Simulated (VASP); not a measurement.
# W2Se3 in VASP: a series of runs

W2Se3 is run at these levels: PBE; tasks: single point.

Everything below comes from runs of VASP 6.6.1. Logs are shortened: lines on timing, memory, paths and dates and some standing lists are left out, and cuts for length are marked.

### Step 1. The cell of the first run

The cell holds a slab with vacuum, 10 atoms: a = 3.320 Å, b = 3.320 Å, c = 47.472 Å, α = 90.00°, β = 90.00°, γ = 120.00°.

### Step 2. Single point, PBE

Input file INCAR:

```
  PREC = Accurate
  ENCUT = 520
  EDIFF = 1E-6
  ISMEAR = 0
  SIGMA = 0.05
  LREAL = F
  LASPH = T
  NELM = 100
  ALGO = Normal
  ISIF = 2
  LWAVE = F
  LCHARG = F
  LDIPOL = T
  IDIPOL = 3
  DIPOL = 0.5 0.5 0.500
  GGA = PE
  NBANDS = 57
```

Input file KPOINTS:

```
regular mesh
0
Gamma
  9 9 1
```

Input file POSCAR:

```
W2Se3
1.0
    3.3204874748      0.0000000000      0.0000000000
   -1.6602437374      2.8756265061      0.0000000000
    0.0000000000      0.0000000000     47.4716560899
W Se
4 6
Direct
    0.3333333333      0.6666666667      0.1579890111
    0.6666666667      0.3333333333      0.3185187428
    0.3333333333      0.6666666667      0.6814812572
    0.6666666667      0.3333333333      0.8420109889
    0.6666666667      0.3333333333      0.1933437725
    0.3333333333      0.6666666667      0.2831639814
    0.3333333333      0.6666666667      0.3538690257
    0.6666666667      0.3333333333      0.6461309743
    0.6666666667      0.3333333333      0.7168360186
    0.3333333333      0.6666666667      0.8066562275
```

Potentials or basis: VASP PAW PBE potentials, release 64 (W_sv, Se).

Run with:

```
cat potpaw_PBE.64/W_sv/POTCAR potpaw_PBE.64/Se/POTCAR > POTCAR
mpirun -np 1 vasp_std > vasp.out
```

OUTCAR:

```text
PREC = Accurate
   ENCUT = 520
   EDIFF = 1E-6
   ISMEAR = 0
   LREAL = F
   LASPH = T
   NELM = 100
   ISIF = 2
   GGA = PE

 ion  position               nearest neighbor table
   1  0.333  0.667  0.158-   5 2.55   5 2.55   5 2.55
   2  0.667  0.333  0.319-   7 2.55   7 2.55   7 2.55   6 2.55   6 2.55   6 2.55
   3  0.333  0.667  0.681-   8 2.55   8 2.55   8 2.55   9 2.55   9 2.55   9 2.55
   4  0.667  0.333  0.842-  10 2.55  10 2.55  10 2.55
   5  0.667  0.333  0.193-   1 2.55   1 2.55   1 2.55
   6  0.333  0.667  0.283-   2 2.55   2 2.55   2 2.55
   7  0.333  0.667  0.354-   2 2.55   2 2.55   2 2.55
   8  0.667  0.333  0.646-   3 2.55   3 2.55   3 2.55
   9  0.667  0.333  0.717-   3 2.55   3 2.55   3 2.55
  10  0.333  0.667  0.807-   4 2.55   4 2.55   4 2.55

  LATTYP: Found a hexagonal cell.
 ALAT       =     3.3204874748
 C/A-ratio  =    14.2965924281

  Lattice vectors:

 A1 = (   3.3204874748,   0.0000000000,   0.0000000000)
 A2 = (  -1.6602437374,   2.8756265061,   0.0000000000)
 A3 = (   0.0000000000,   0.0000000000,  47.4716560899)

Analysis of symmetry for initial positions (statically):
=====================================================================
 Subroutine PRICEL returns:
 Original cell was already a primitive cell.

 Routine SETGRP: Setting up the symmetry group for a
 hexagonal supercell.

 Subroutine GETGRP returns: Found 12 space group operations
 (whereof 12 operations were pure point group operations)
 out of a pool of 24 trial point group operations.

The static configuration has the point symmetry D_3d.

Analysis of symmetry for dynamics (positions and initial velocities):
=====================================================================
 Subroutine PRICEL returns:
 Original cell was already a primitive cell.

 Routine SETGRP: Setting up the symmetry group for a
 hexagonal supercell.

 Subroutine GETGRP returns: Found 12 space group operations
 (whereof 12 operations were pure point group operations)
 out of a pool of 24 trial point group operations.

The dynamic configuration has the point symmetry D_3d.

 Subroutine INISYM returns: Found 12 space group operations
 (whereof 12 operations are pure point group operations),
 and found     1 'primitive' translations

----------------------------------------------------------------------------------------

                                     Primitive cell

  volume of cell :     453.2822

  direct lattice vectors                    reciprocal lattice vectors
     3.320487475  0.000000000  0.000000000     0.301160600  0.173875153  0.000000000
    -1.660243737  2.875626506  0.000000000     0.000000000  0.347750307  0.000000000
     0.000000000  0.000000000 47.471656090     0.000000000  0.000000000  0.021065201

  length of vectors
     3.320487475  3.320487475 47.471656090     0.347750307  0.347750307  0.021065201

  position of ions in fractional coordinates (direct lattice)
     0.333333333  0.666666667  0.157989011
     0.666666667  0.333333333  0.318518743
     0.333333333  0.666666667  0.681481257
     0.666666667  0.333333333  0.842010989
     0.666666667  0.333333333  0.193343773
     0.333333333  0.666666667  0.283163981
     0.333333333  0.666666667  0.353869026
     0.666666667  0.333333333  0.646130974
     0.666666667  0.333333333  0.716836019
     0.333333333  0.666666667  0.806656227

  ion indices of the primitive-cell ions
   primitive index   ion index
                 1           1
                 2           2
                 3           3
                 4           4
                 5           5
                 6           6
                 7           7
                 8           8
                 9           9
                10          10

----------------------------------------------------------------------------------------

 KPOINTS: regular mesh

Automatic generation of k-mesh.
 Grid dimensions read from file:
 generate k-points for:    9    9    1

 Generating k-lattice:

  Cartesian coordinates                     Fractional coordinates (reciprocal lattice)
     0.033462289  0.019319461  0.000000000     0.111111111 -0.000000000  0.000000000
     0.000000000  0.038638923  0.000000000     0.000000000  0.111111111  0.000000000
     0.000000000  0.000000000  0.021065201     0.000000000  0.000000000  1.000000000

  Length of vectors
     0.038638923  0.038638923  0.021065201

  Shift w.r.t. Gamma in fractional coordinates (k-lattice)
     0.000000000  0.000000000  0.000000000

 Subroutine IBZKPT returns following result:
 ===========================================

 Found     12 irreducible k-points:

 Following reciprocal coordinates:
            Coordinates               Weight
  0.000000  0.000000  0.000000      1.000000
  0.111111  0.000000  0.000000      6.000000
  0.222222  0.000000  0.000000      6.000000
  0.333333  0.000000  0.000000      6.000000
  0.444444  0.000000  0.000000      6.000000
  0.111111  0.111111  0.000000      6.000000
  0.222222  0.111111  0.000000     12.000000
  0.333333  0.111111  0.000000     12.000000
  0.444444  0.111111  0.000000      6.000000
  0.222222  0.222222  0.000000      6.000000
  0.333333  0.222222  0.000000     12.000000
  0.333333  0.333333  0.000000      2.000000
   k-points           NKPTS =     12   k-points in BZ     NKDIM =     12   number of bands    NBANDS=     57
   number of dos      NEDOS =    301   number of ions     NIONS =     10
   total plane-waves  NPLWV = 282240
   dimension x,y,z NGX =    28 NGY =   28 NGZ =  360
   dimension x,y,z NGXF=    56 NGYF=   56 NGZF=  720
   ions per type =               4   6
   NGX,Y,Z   is equivalent  to a cutoff of  14.02, 14.02, 12.61 a.u.
   NGXF,Y,Z  is equivalent  to a cutoff of  28.04, 28.04, 25.21 a.u.
 SYSTEM =  unknown system
   PREC   = accura    normal or accurate (medium, high low for compatibility)
   ISTART =      0    job   : 0-new  1-cont  2-samecut
   ICHARG =      2    charge: 1-file 2-atom 10-const
   ISPIN  =      1    spin polarized calculation?
   LNONCOLLINEAR =      F non collinear calculations
   LSORBIT =      F    spin-orbit coupling
   LASPH  =      T    aspherical Exc in radial PAW
   ENCUT  =  520.0 eV  38.22 Ry    6.18 a.u.   6.17  6.17 88.27*2*pi/ulx,y,z
   NELM   =    100;   NELMIN=  2; NELMDL= -5     # of ELM steps
   EDIFF  = 0.1E-05   stopping-criterion for ELM
   LREAL  =      F    real-space projection
   EDIFFG = 0.1E-04   stopping-criterion for IOM
   NSW    =      0    number of steps for IOM
   IBRION =     -1    ionic relax: 0-MD 1-quasi-New 2-CG
   NFREE  =      0    steps in history (QN), initial steepest desc. (CG)
   ISIF   =      2    stress and relaxation
   ISYM   =      2    0-nonsym 1-usesym 2-fastsym
   POTIM  = 0.5000    time-step for ionic-motion
   TEBEG  =    0.0;   TEEND  =   0.0 temperature during run
   PSTRESS=    0.0 pullay stress
   NELECT =      92.0000    total number of electrons
   NUPDOWN=      -1.0000    fix difference up-down
   EMIN   =  10.00;   EMAX   =-10.00  energy-range for DOS
   EFERMI =   0.00;   METHOD = LEGACY
   ISMEAR =     0;   SIGMA  =   0.05  broadening in eV -4-tet -1-fermi 0-gaus
   EFERMI_NEDOS =   21; number of points for ismear=-14 and -15
   IALGO  =     38    algorithm
   IMIX   =      4    mixing-type and parameters
     AMIX     =   0.40;   BMIX     =  1.00
     AMIX_MAG =   1.60;   BMIX_MAG =  1.00
  volume/ion in A,a.u.               =      45.33       305.89
  Fermi-wavevector in a.u.,A,eV,Ry     =   0.962087  1.818082 12.593719  0.925612
  Thomas-Fermi vector in A             =   2.091516
   LORBIT       =      0    0 simple, 1 ext, 2 COOP (PROOUT), +10 PAW based schemes
   GGA     = PE    functional components
   LHFCALC =     F    Hartree Fock is set to
   AEXX    =    0.0000 exact exchange contribution
   IVDW    =     0    specifies the selected vdW correction
   LEPSILON=     F    determine dielectric tensor
   LRPA    =     F    only Hartree local field effects (RPA)
 non-spin polarized calculation
 Gauss-broadening in eV      SIGMA  =   0.05
  energy-cutoff  :      520.00
  volume of cell :      453.28
 maximum number of plane-waves:     12252
 NGX is ok and might be reduce to    28
   NGX = 13   NGY = 13   NGZ =177

 dipolmoment           0.000000      0.000000     -0.000000 electrons x Angstroem

 number of electron      92.0000001 magnetization

 dipolmoment           0.000000      0.000000      0.000000 electrons x Angstroem

 Free energy of the ion-electron system (eV)
  ---------------------------------------------------
  ext. energy  EPLUGINS =         0.00000000
  ---------------------------------------------------
  free energy    TOTEN  =       -72.57523959 eV

  energy without entropy =      -72.57523952  energy(sigma->0) =      -72.57523956

 E-fermi :   0.3426     XC(G=0):  -5.7264

 val. band max:        0.1713944725   @ k =   0.4444   0.0000   0.0000
 cond. band min:       0.5135549708   @ k =   0.1111   0.1111   0.0000
 fundamental gap:      0.3421604983
 Fermi energy:         0.3426133999

 k-point     1 :       0.0000    0.0000    0.0000
  band No.  band energies     occupation
      1     -74.0762      2.00000
      2     -74.0762      2.00000
      3     -74.0608      2.00000
      4     -74.0608      2.00000
      5     -38.2956      2.00000
      6     -38.2956      2.00000
[... 49 lines left out ...]
     56       3.0716      0.00000
     57       3.0716      0.00000

 k-point     2 :       0.1111    0.0000    0.0000
  band No.  band energies     occupation
      1     -74.0752      2.00000
      2     -74.0752      2.00000
      3     -74.0598      2.00000
      4     -74.0598      2.00000
      5     -38.2918      2.00000
      6     -38.2918      2.00000
[... 49 lines left out ...]
     56       2.8507      0.00000
     57       2.9755      0.00000

 k-point     3 :       0.2222    0.0000    0.0000
  band No.  band energies     occupation
      1     -74.0726      2.00000
      2     -74.0726      2.00000
      3     -74.0574      2.00000
      4     -74.0574      2.00000
      5     -38.2833      2.00000
      6     -38.2833      2.00000
[... 474 lines left out ...]
      1     -74.0668      2.00000
      2     -74.0668      2.00000
      3     -74.0521      2.00000
      4     -74.0521      2.00000
      5     -38.3699      2.00000
      6     -38.3699      2.00000
[... 49 lines left out ...]
     56       3.0187      0.00000
     57       3.5335      0.00000

 k-point    12 :       0.3333    0.3333    0.0000
  band No.  band energies     occupation
      1     -74.0662      2.00000
      2     -74.0662      2.00000
      3     -74.0516      2.00000
      4     -74.0516      2.00000
      5     -38.3488      2.00000
      6     -38.3488      2.00000
[... 49 lines left out ...]
     56       3.4392      0.00000
     57       4.1915      0.00000

------------------------ aborting loop because EDIFF is reached ----------------------------------------

 vacuum level on the upper side and lower side of the slab       (xc-potential included)        -0.112        -0.112

  FORCE on cell =-STRESS in cart. coord.  units (eV):
  Direction    XX          YY          ZZ          XY          YZ          ZX
  --------------------------------------------------------------------------------------
  -------------------------------------------------------------------------------------
  Total      -11.3780658    -11.3780658     -1.9631692      0.0000000     -0.0000000      0.0000000
  in kB      -40.2170596    -40.2170596     -6.9390434      0.0000000     -0.0000000      0.0000000
  external PRESSURE =     -29.1243876 kB  Pullay stress =       0.0000000 kB

 VOLUME and BASIS-vectors are now :
 -----------------------------------------------------------------------------
  energy-cutoff  :      520.00
  volume of cell :      453.28
      direct lattice vectors                 reciprocal lattice vectors
     3.320487475  0.000000000  0.000000000     0.301160600  0.173875153  0.000000000
    -1.660243737  2.875626506  0.000000000     0.000000000  0.347750307  0.000000000
     0.000000000  0.000000000 47.471656090     0.000000000  0.000000000  0.021065201

 POSITION                                       TOTAL-FORCE (eV/Angst)
 -----------------------------------------------------------------------------------
     -0.00000      1.91708      7.50000        -0.000000      0.000000      0.664927
      1.66024      0.95854     15.12061         0.000000     -0.000000      0.001567
     -0.00000      1.91708     32.35104         0.000000      0.000000     -0.001567
      1.66024      0.95854     39.97166        -0.000000     -0.000000     -0.664927
      1.66024      0.95854      9.17835        -0.000000     -0.000000     -0.666505
     -0.00000      1.91708     13.44226         0.000000      0.000000     -0.044886
     -0.00000      1.91708     16.79875        -0.000000      0.000000      0.044807
      1.66024      0.95854     30.67291        -0.000000     -0.000000     -0.044807
      1.66024      0.95854     34.02939         0.000000     -0.000000      0.044886
     -0.00000      1.91708     38.29331         0.000000      0.000000      0.666505
 -----------------------------------------------------------------------------------
    total drift:                                0.000000      0.000000      0.000000

  FREE ENERGIE OF THE ION-ELECTRON SYSTEM (eV)
  ---------------------------------------------------
  free  energy   TOTEN  =       -72.5752395935 eV

  energy  without entropy=      -72.5752395232  energy(sigma->0) =      -72.57523956

 vacuum level on the upper side and lower side of the slab         4.868         4.868
```

Run time: 17 min. Hardware: 1 thread of Intel Xeon Platinum 8259CL at 2.50GHz (Skylake/Cascade Lake), shared host; peak memory 0.73 GiB.

Results:

```
Free energy            : -72.5752 eV
Largest force          : 0.667 eV/Å
Band gap on the k mesh : 0.34 eV, indirect (least direct gap 0.76 eV)
```

Forces on the atoms (eV/Å):
```
W    0.000  0.000  0.665
W    0.000  0.000  0.002
W    0.000  0.000 -0.002
W    0.000  0.000 -0.665
Se   0.000  0.000 -0.667
Se   0.000  0.000 -0.045
Se   0.000  0.000  0.045
Se   0.000  0.000 -0.045
Se   0.000  0.000  0.045
Se   0.000  0.000  0.667
```

Levels at points of the mesh, in eV from the valence-band top:
| k point | band 42 | band 43 | band 44 | band 45 | band 46 | band 47 | band 48 | band 49 | band 50 | band 51 |
| --- | --- | --- | --- | --- | --- | --- | --- | --- | --- | --- |
| (0.00, 0.00, 0.00) | -0.70 | -0.38 | -0.38 | -0.31 | -0.31 | 0.50 | 0.50 | 0.50 | 0.50 | 2.73 |

Caveat: spin-orbit coupling is left out, which moves the levels of the heavy elements.

### Step 3. Single point, PBE

Input file INCAR:

```
ALGO = Normal ; DIPOL = 0.5 0.5 0.500
EDIFF = 1E-6 ; ENCUT = 520
GGA = PE ; IDIPOL = 3
ISIF = 2 ; ISMEAR = 0
LASPH = True ; LCHARG = True
LDIPOL = True ; LELF = True
LREAL = False ; LVACPOTAV = True
LVHAR = True ; LWAVE = False
NBANDS = 57 ; NELM = 100
PREC = Accurate ; SIGMA = 0.05
```

Input file KPOINTS:

```
k-points
0
Gamma
  9 9 1
```

Input file POSCAR:

```
W2Se3
1.0
    3.3204874748      0.0000000000      0.0000000000
   -1.6602437374      2.8756265061      0.0000000000
    0.0000000000      0.0000000000     47.4716560899
W Se
4 6
Direct
    0.3333333333      0.6666666667      0.1583703694
    0.6666666667      0.3333333333      0.3185748584
    0.3333333333      0.6666666667      0.6814265875
    0.6666666667      0.3333333333      0.8416274595
    0.6666666667      0.3333333333      0.1927697233
    0.3333333333      0.6666666667      0.2832182388
    0.3333333333      0.6666666667      0.3539259358
    0.6666666667      0.3333333333      0.6460755127
    0.6666666667      0.3333333333      0.7167832090
    0.3333333333      0.6666666667      0.8072281057
```

Potentials or basis: VASP PAW PBE potentials, release 64 (W_sv, Se).

Run with:

```
cat potpaw_PBE.64/W_sv/POTCAR potpaw_PBE.64/Se/POTCAR > POTCAR
mpirun -np 1 vasp_std > vasp.out
```

It took 15 min on 1 thread of Oxide Virtual Turin-like, shared host; peak memory 0.69 GiB.

It converged, with:

```yaml
Free_energy: -72.6045 eV
Largest_force: 0.044 eV/Å
Band_gap_on_the_k_mesh: 0.35 eV, indirect (least direct gap 0.65 eV)
```

Forces in eV/Å, atoms in the order of the input:
```
W    0.000  0.000 -0.035
W    0.000  0.000  0.000
W    0.000  0.000  0.000
W    0.000  0.000  0.035
Se   0.000  0.000  0.034
Se   0.000  0.000 -0.044
Se   0.000  0.000  0.044
Se   0.000  0.000 -0.044
Se   0.000  0.000  0.044
Se   0.000  0.000 -0.034
```

Levels at points of the mesh, in eV from the valence-band top:
```tsv
k point	band 44	band 45	band 46	band 47	band 48	band 49
(0.00, 0.00, 0.00)	-0.37	-0.17	-0.15	0.50	0.50	0.51
```

Caveat: spin-orbit coupling is left out, which moves the levels of the heavy elements.
